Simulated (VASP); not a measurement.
The system is Au.

```
CELL_PARAMETERS angstrom
0.00000 2.03500 2.03500
2.03500 0.00000 2.03500
2.03500 2.03500 0.00000
ATOMIC_POSITIONS crystal
Au 0.00000 0.00000 0.00000
```

- Program: VASP 6.6.1
- Task: relaxation of cell and atoms
- Functional: r2SCAN
- Potentials or basis: VASP PAW PBE potentials, release 64 (Au)
- Cutoff: 550 eV
- k mesh: 11 × 11 × 11
- Occupations: fermi-dirac, width 0.05 eV
- Spin: no spin polarisation

At the start: pressure 7.2 GPa; volume 16.85 Å³/atom.

Problem. Where does the relaxation end?

Solution. Over 4 steps the energy falls by 15.0 meV/atom and the volume is 17.55 Å³/atom (+4.2 %); space group Fm-3m (No. 225, to 0.05 Å).

The path:
```csv
step,energy change (eV),largest force (eV/Å),pressure (GPa),volume (Å³)
1,0.0000,0.0000,7.21,16.85
2,0.0204,0.0000,-8.59,18.77
3,-0.0150,0.0000,-0.11,17.57
4,-0.0150,0.0000,0.02,17.55
```

Final structure:
```
Au
1.0
     0.00000    2.06279    2.06279
     2.06279    0.00000    2.06279
     2.06279    2.06279    0.00000
Au
1
Direct
  0.00000 0.00000 0.00000
```

Caveat: the PAW data sets were made with another functional, which shifts forces and pressure a little.
